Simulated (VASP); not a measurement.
# LiF (I4/mmm) in VASP: notebook

The runs below take LiF through single point, with HSE06.

Program: VASP 6.6.1. These are calculated values, not measurements. Logs are shortened: lines on timing, memory, paths and dates and some standing lists are left out, and cuts for length are marked.

## Step 1: The cell of the first run

It takes space group I4/mmm (No. 139, tetragonal). The conventional cell has a = 2.737 Å, b = 2.737 Å, c = 4.078 Å, α = 90.00°, β = 90.00°, γ = 90.00°. Within 2.6 Å of Li (site symmetry 4/mmm) lie 6 F at 1.94 to 2.04 Å. F (site symmetry 4/mmm) has 6 Li at 1.94 to 2.04 Å within 2.6 Å.

## Step 2: Single point, HSE06 (epitaxial xy strain -3.0%)

Input file POSCAR:

```
LiF
1.0
    0.0000000000      1.9350255854      2.0391122889
    1.9350255854      0.0000000000      2.0391122889
    1.9350255854      1.9350255854      0.0000000000
Li F
1 1
Direct
    0.0000000000      0.0000000000      0.0000000000
    0.5000000000      0.5000000000      0.5000000000
```

Input file INCAR.step1:

```
ALGO = Normal ; EDIFF = 1E-5
ENCUT = 520 ; GGA = PE
ISIF = 2 ; ISMEAR = 0
LASPH = True ; LCHARG = False
LREAL = False ; LWAVE = True
NBANDS = 12 ; NELM = 60
PREC = Accurate ; SIGMA = 0.01
```

Input file INCAR.step2:

```
ALGO = Normal ; EDIFF = 1E-6
ENCUT = 520 ; GGA = PE
HFSCREEN = 0.2079 ; ISIF = 2
ISMEAR = 0 ; ISTART = 1
LASPH = True ; LCHARG = False
LHFCALC = True ; LREAL = False
LWAVE = False ; NBANDS = 12
NELM = 60 ; PREC = Accurate
PRECFOCK = Normal ; SIGMA = 0.01
```

Input file KPOINTS:

```
k-points
0
Gamma
  8 8 8
```

Potentials or basis: VASP PAW PBE potentials, release 64 (Li_sv, F).

The run is started by

```sh
cat potpaw_PBE.64/Li_sv/POTCAR potpaw_PBE.64/F/POTCAR > POTCAR
cp INCAR.step1 INCAR
mpirun -np 1 vasp_std > vasp.out
cp INCAR.step2 INCAR
mpirun -np 1 vasp_std > vasp.out
```

OUTCAR:

```text
EDIFF = 1E-6
   ENCUT = 520
   GGA = PE
   HFSCREEN = 0.2079
   ISIF = 2
   ISMEAR = 0
   ISTART = 1
   LASPH = True
   LHFCALC = True
   LREAL = False
   NELM = 60
   PREC = Accurate
   PRECFOCK = Normal

 ion  position               nearest neighbor table
   1  0.000  0.000  0.000-   2 1.94   2 1.94   2 1.94   2 1.94   2 2.04   2 2.04
   2  0.500  0.500  0.500-   1 1.94   1 1.94   1 1.94   1 1.94   1 2.04   1 2.04

  LATTYP: Found a body centered tetragonal cell.
 ALAT       =     2.7365394264
 C/A-ratio  =     1.4902853357

  Lattice vectors:

 A1 = (  -1.9350255854,   0.0000000000,   2.0391122889)
 A2 = (   1.9350255854,   0.0000000000,   2.0391122889)
 A3 = (   0.0000000000,   1.9350255854,  -2.0391122889)

Analysis of symmetry for initial positions (statically):
=====================================================================
 Subroutine PRICEL returns:
 Original cell was already a primitive cell.

 Routine SETGRP: Setting up the symmetry group for a
 body centered tetragonal supercell.

 Subroutine GETGRP returns: Found 16 space group operations
 (whereof 16 operations were pure point group operations)
 out of a pool of 16 trial point group operations.

The static configuration has the point symmetry D_4h.

Analysis of symmetry for dynamics (positions and initial velocities):
=====================================================================
 Subroutine PRICEL returns:
 Original cell was already a primitive cell.

 Routine SETGRP: Setting up the symmetry group for a
 body centered tetragonal supercell.

 Subroutine GETGRP returns: Found 16 space group operations
 (whereof 16 operations were pure point group operations)
 out of a pool of 16 trial point group operations.

The dynamic configuration has the point symmetry D_4h.

 Subroutine INISYM returns: Found 16 space group operations
 (whereof 16 operations are pure point group operations),
 and found     1 'primitive' translations

----------------------------------------------------------------------------------------

                                     Primitive cell

  volume of cell :      15.2702

  direct lattice vectors                    reciprocal lattice vectors
     0.000000000  1.935025585  2.039112289    -0.258394516  0.258394516  0.245204741
[... 102 lines left out ...]
   EFERMI_NEDOS =   21; number of points for ismear=-14 and -15
   IALGO  =     38    algorithm
   IMIX   =      1    mixing-type and parameters
     AMIX     =   0.40;   BMIX     =  1.00
     AMIX_MAG =   1.60;   BMIX_MAG =  1.00
  volume/ion in A,a.u.               =       7.64        51.52
  Fermi-wavevector in a.u.,A,eV,Ry     =   1.421652  2.686533 27.498660  2.021095
  Thomas-Fermi vector in A             =   2.542439
   LORBIT       =      0    0 simple, 1 ext, 2 COOP (PROOUT), +10 PAW based schemes
   GGA     = PE    functional components
   LHFCALC =     T    Hartree Fock is set to
   PRECFOCK=normal    Normal, Fast or Accurate (Low or Medium for compatibility)
   ENCUT4O =  -1.0   cutoff for four orbital integrals eV
   NKREDX  =     1    reduce k-point grid by
   NKREDY  =     1    reduce k-point grid by
   NKREDZ  =     1    reduce k-point grid by
   AEXX    =    0.2500 exact exchange contribution
   HFSCREEN=    0.2079 screening length (either q_TF or 0.3 A-1)
   HFSCREENC=   0.2079 screening length for correlation (either q_TF or 0.3 A-1)
   ENCUTFOCK=  -1.0 apply spherical cutoff to Coloumb kernel
   IVDW    =     0    specifies the selected vdW correction
   LEPSILON=     F    determine dielectric tensor
   LRPA    =     F    only Hartree local field effects (RPA)
 non-spin polarized calculation
 Gauss-broadening in eV      SIGMA  =   0.01
  energy-cutoff  :      520.00
  volume of cell :       15.27
 maximum number of plane-waves:       420
 NGX is ok and might be reduce to    24
  NGX = 16; NGY = 16; NGZ = 16

 number of electron      10.0000004 magnetization

 Free energy of the ion-electron system (eV)
  ---------------------------------------------------
  ext. energy  EPLUGINS =         0.00000000
  ---------------------------------------------------
  free energy    TOTEN  =       -11.36500691 eV

  energy without entropy =      -11.36500691  energy(sigma->0) =      -11.36500691

 E-fermi :  -1.9467     XC(G=0):  -8.4248

 val. band max:       -2.2481200280   @ k =   0.0000   0.0000   0.0000
 cond. band min:       9.7172478969   @ k =   0.0000   0.0000   0.0000
 fundamental gap:     11.9653679249
 Fermi energy:        -1.9467080683

 k-point     1 :       0.0000    0.0000    0.0000
  band No.  band energies     occupation
      1     -45.1367      2.00000
      2     -24.0980      2.00000
      3      -2.3722      2.00000
      4      -2.3722      2.00000
      5      -2.2481      2.00000
      6       9.7172      0.00000
      7      24.3542      0.00000
      8      24.9535      0.00000
      9      25.4155      0.00000
     10      25.4155      0.00000
     11      25.6988      0.00000
     12      25.6988      0.00000
[... 331 lines left out ...]
 k-point    24 :       0.3750    0.0000    0.1250
  band No.  band energies     occupation
      1     -45.0684      2.00000
      2     -23.6638      2.00000
      3      -4.5773      2.00000
      4      -2.7980      2.00000
      5      -2.7646      2.00000
      6      11.9005      0.00000
      7      17.5313      0.00000
      8      20.2358      0.00000
      9      20.7667      0.00000
     10      26.3687      0.00000
     11      32.5437      0.00000
     12      32.8906      0.00000

 [... further k-points ...]

------------------------ aborting loop because EDIFF is reached ----------------------------------------

  FORCE on cell =-STRESS in cart. coord.  units (eV):
  Direction    XX          YY          ZZ          XY          YZ          ZX
  --------------------------------------------------------------------------------------
  -------------------------------------------------------------------------------------
  Total        0.6387249      0.6387249      0.1319449      0.0000000      0.0000000      0.0000000
  in kB       67.0162109     67.0162109     13.8439030      0.0000000      0.0000000      0.0000000
  external PRESSURE =      49.2921083 kB  Pullay stress =       0.0000000 kB

 VOLUME and BASIS-vectors are now :
 -----------------------------------------------------------------------------
  energy-cutoff  :      520.00
  volume of cell :       15.27
      direct lattice vectors                 reciprocal lattice vectors
     0.000000000  1.935025585  2.039112289    -0.258394516  0.258394516  0.245204741
     1.935025585  0.000000000  2.039112289     0.258394516 -0.258394516  0.245204741
     1.935025585  1.935025585  0.000000000     0.258394516  0.258394516 -0.245204741

 POSITION                                       TOTAL-FORCE (eV/Angst)
 -----------------------------------------------------------------------------------
      0.00000      0.00000      0.00000         0.000000     -0.000000      0.000000
      1.93503      1.93503      2.03911        -0.000000      0.000000     -0.000000
 -----------------------------------------------------------------------------------
    total drift:                                0.000000      0.000000      0.000000

  FREE ENERGIE OF THE ION-ELECTRON SYSTEM (eV)
  ---------------------------------------------------
  free  energy   TOTEN  =       -11.3650069110 eV

  energy  without entropy=      -11.3650069110  energy(sigma->0) =      -11.36500691
```

Wall time 23 min (1 thread of Intel Xeon Platinum 8259CL at 2.50GHz (Skylake/Cascade Lake), shared host); peak memory 0.24 GiB.

What came out:

* Free energy: -11.3650 eV
* Band gap on the k mesh: 11.97 eV

Levels at points of the mesh, in eV from the valence-band top:
```tsv
k point	band 1	band 2	band 3	band 4	band 5	band 6	band 7	band 8	band 9	band 10
(0.00, 0.00, 0.00)	-42.89	-21.85	-0.12	-0.12	0.00	11.97	26.60	27.20	27.66	27.66
(0.50, 0.00, 0.00)	-42.81	-21.34	-2.96	-0.42	-0.29	13.42	20.18	21.44	22.40	34.02
(0.50, 0.50, 0.00)	-42.80	-21.07	-3.54	-1.12	-1.12	17.37	19.56	20.82	24.27	24.27
(0.50, 0.00, 0.50)	-42.78	-20.99	-3.51	-1.49	-1.11	18.39	18.82	20.82	23.03	23.97
```

Caveat: the cell differs from its parent crystal (epitaxial xy strain -3.0%); the cutoff is under 1.25 times the usual one of these potentials, so pressure, stress and relaxed cells hold a basis-set (Pulay) error; the PAW data sets were made with another functional, which shifts forces and pressure a little.

## Step 3: Single point, HSE06 (epitaxial xy strain +2.0%)

Input file POSCAR:

```
LiF
1.0
    0.0000000000      2.0347691723      1.9697370552
    2.0347691723      0.0000000000      1.9697370552
    2.0347691723      2.0347691723      0.0000000000
Li F
1 1
Direct
    0.0000000000      0.0000000000      0.0000000000
    0.5000000000      0.5000000000      0.5000000000
```

Input file INCAR.step1:

```
SYSTEM = LiF
PREC = Accurate
ENCUT = 520
EDIFF = 1E-5
ISMEAR = 0
SIGMA = 0.01
LREAL = .False.
LASPH = .True.
NELM = 80
ALGO = Normal
ISIF = 2
LWAVE = .True.
LCHARG = .False.
NBANDS = 12
GGA = PE
```

Input file INCAR.step2:

```
SYSTEM = LiF
PREC = Accurate
ENCUT = 520
EDIFF = 1E-6
ISMEAR = 0
SIGMA = 0.01
LREAL = .False.
LASPH = .True.
NELM = 80
ALGO = Normal
ISIF = 2
LWAVE = .False.
LCHARG = .False.
GGA = PE
LHFCALC = .True.
HFSCREEN = 0.2079
PRECFOCK = Normal
NBANDS = 12
ISTART = 1
```

Input file KPOINTS:

```
Automatic mesh
0
Gamma
  8 8 8
  0 0 0
```

Potentials or basis: VASP PAW PBE potentials, release 64 (Li_sv, F).

The run is started by

```sh
cat potpaw_PBE.64/Li_sv/POTCAR potpaw_PBE.64/F/POTCAR > POTCAR
cp INCAR.step1 INCAR
mpirun -np 1 vasp_std > vasp.out
cp INCAR.step2 INCAR
mpirun -np 1 vasp_std > vasp.out
```

Run time: 49 min. Hardware: 1 thread of Oxide Virtual Turin-like, shared host; peak memory 0.22 GiB.

The run converged. Its results:

```
Free energy            : -11.3847 eV
Band gap on the k mesh : 11.37 eV
```

Levels at points of the mesh, in eV from the valence-band top:
| k point | band 2 | band 3 | band 4 | band 5 | band 6 | band 7 | band 8 | band 9 |
| --- | --- | --- | --- | --- | --- | --- | --- | --- |
| (0.00, 0.00, 0.00) | -21.61 | -0.09 | 0.00 | 0.00 | 11.37 | 26.34 | 26.34 | 26.74 |
| (0.50, 0.00, 0.00) | -21.15 | -2.69 | -0.31 | -0.25 | 13.08 | 19.38 | 21.08 | 21.69 |
| (0.50, 0.50, 0.00) | -20.85 | -3.15 | -1.15 | -1.15 | 17.81 | 18.44 | 20.02 | 22.63 |
| (0.50, 0.00, 0.50) | -20.89 | -3.17 | -1.16 | -0.94 | 17.19 | 18.91 | 19.96 | 22.82 |

Caveat: the cell differs from its parent crystal (epitaxial xy strain +2.0%); the cutoff is under 1.25 times the usual one of these potentials, so pressure, stress and relaxed cells hold a basis-set (Pulay) error; the PAW data sets were made with another functional, which shifts forces and pressure a little.
